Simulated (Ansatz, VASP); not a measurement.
**Sb in VASP and in Ansatz**

```
Sb
1.0
     2.16051    1.24737    3.69741
    -2.16051    1.24737    3.69741
     0.00000   -2.49474    3.69741
Sb
2
Direct
  0.23536 0.23536 0.23536
  0.76464 0.76464 0.76464
```

Alike in both runs: functional PBEsol; k mesh 9 × 9 × 9; occupations fermi-dirac, width 0.05 eV; no spin polarisation.

Ansatz relaxed the structure, and its values are those at the end. VASP's run is a single point on that final structure, the one shown.

```csv
,VASP,Ansatz
version,VASP 6.6.1,Ansatz 0.2.0
potentials or method,"VASP PAW PBE potentials, release 64 (Sb), cutoff 520 eV","plane waves, PAW"
valence electrons in the cell,10,30
```

```csv
,VASP,Ansatz,Ansatz less VASP
pressure (GPa),0.2,0.0,-0.17
rms of the force components (eV/Å),0.028,0.000,-0.0282
```

VASP's potentials were made for PBE, not for PBEsol. The functional is the same, so the differences come from potentials, cutoffs and numerics. VASP's potentials hold 10 valence electrons a cell and Ansatz's 30, so a difference there can come from the potentials and not from the codes.

Spin-orbit coupling is off throughout.
